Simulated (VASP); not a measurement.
Write the native input for VASP 6.6.1 that does the following.

```yaml
Task: single point
Functional: PBE
Potentials_or_basis: VASP PAW PBE potentials, release 64 (Ba_sv)
Cutoff: 520 eV
k_mesh: 10 × 10 × 10
Occupations: gaussian, width 0.1 eV
Spin: no spin polarisation
Dipole_correction: no
Further_INCAR_settings: ALGO = Fast; EDIFF = 1e-06; NBANDS = 11
```

The structure of Ba lies in POSCAR:

```
Ba
1.0
   -2.3799000000      2.5180250000      2.4180000000
    2.4680500000     -2.5180250000      2.5061500000
    2.3799000000      2.5180250000     -2.4180000000
Ba
1
Direct
    0.0000000000      0.0000000000      0.0000000000
```

This cell differs from its parent crystal: strained.

The input as run:

INCAR

```
SYSTEM = Ba
PREC     = Accurate       ! precision mode
ENCUT    = 520            ! plane-wave cutoff, eV
EDIFF    = 1E-6           ! SCF threshold, eV
ISMEAR   = 0              ! smearing method
SIGMA    = 0.1            ! smearing width, eV
LREAL    = .False.        ! projectors in reciprocal space
LASPH    = .True.         ! aspherical terms in the spheres
NELM     = 60             ! most SCF steps
ALGO     = Fast           ! electronic algorithm
ISIF     = 2              ! what is computed and relaxed
LWAVE    = .False.        ! write WAVECAR
LCHARG   = .False.        ! write CHGCAR
GGA      = PE             ! functional
NBANDS   = 11             ! bands
```

KPOINTS

```
Automatic mesh
0
Gamma
  10 10 10
  0 0 0
```

Potentials or basis: VASP PAW PBE potentials, release 64 (Ba_sv).

The run is started by

```sh
$ cat potpaw_PBE.64/Ba_sv/POTCAR > POTCAR
$ mpirun -np 1 vasp_std > vasp.out
```

Results of the run:

```
Pressure               : 0.6 GPa
Band gap on the k mesh : zero (bands 5 and 6 overlap by 0.97 eV)
```

Caveat: the cell differs from its parent crystal (strained); spin-orbit coupling is left out, which moves the levels of the heavy elements.

It took 43 s on 1 thread of Intel(R) Xeon(R) Platinum 8481C CPU @ 2.70GHz (Sapphire Rapids), with other jobs on the host, peak memory 0.32 GiB.
